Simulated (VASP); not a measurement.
## Ag: single point with PBE

The system is Ag.

```
Ag
1.0
     2.92190    0.00000    0.00000
    -1.46095    2.53044    0.00000
     0.00000    0.00000    9.65502
Ag
4
Direct
  0.33333 0.66667 0.25000
  0.66667 0.33333 0.75000
  0.00000 0.00000 0.00000
  0.00000 0.00000 0.50000
```

This isn't the form of Ag at room conditions, which is fcc.

```json
{
 "Program": "VASP 6.6.1",
 "Task": "single point",
 "Functional": "PBE",
 "Potentials or basis": "VASP PAW PBE potentials, release 64 (Ag)",
 "Cutoff": "520 eV",
 "k mesh": "16 × 16 × 5",
 "Occupations": "fermi-dirac, width 0.1 eV",
 "Spin": "no spin polarisation",
 "Dipole correction": "no",
 "Further INCAR settings": "ALGO = Normal; EDIFF = 1e-07; NBANDS = 30"
}
```

The pressure is 0.0 GPa and the band gap on the k mesh is zero (bands 22 and 23 overlap by 6.57 eV).

Stress tensor (GPa, compression positive):
```
 0.38  0.00  0.00
 0.00  0.38  0.00
 0.00  0.00 -0.69
```

Levels at points of the mesh, in eV from the Fermi level:
| k point | band 18 | band 19 | band 20 | band 21 | band 22 | band 23 | band 24 | band 25 | band 26 | band 27 |
| --- | --- | --- | --- | --- | --- | --- | --- | --- | --- | --- |
| (0.00, 0.00, 0.00) | -3.53 | -3.53 | -3.36 | -3.36 | -3.00 | -3.00 | -0.34 | 3.22 | 10.57 | 10.58 |
| (0.50, 0.00, 0.00) | -2.81 | -2.80 | -2.79 | -0.06 | 0.83 | 1.03 | 1.56 | 4.13 | 4.19 | 7.13 |

Run time: 74 s on 1 thread of Intel(R) Xeon(R) 6975P-C (Granite Rapids), on a shared host, peak memory 0.28 GiB.
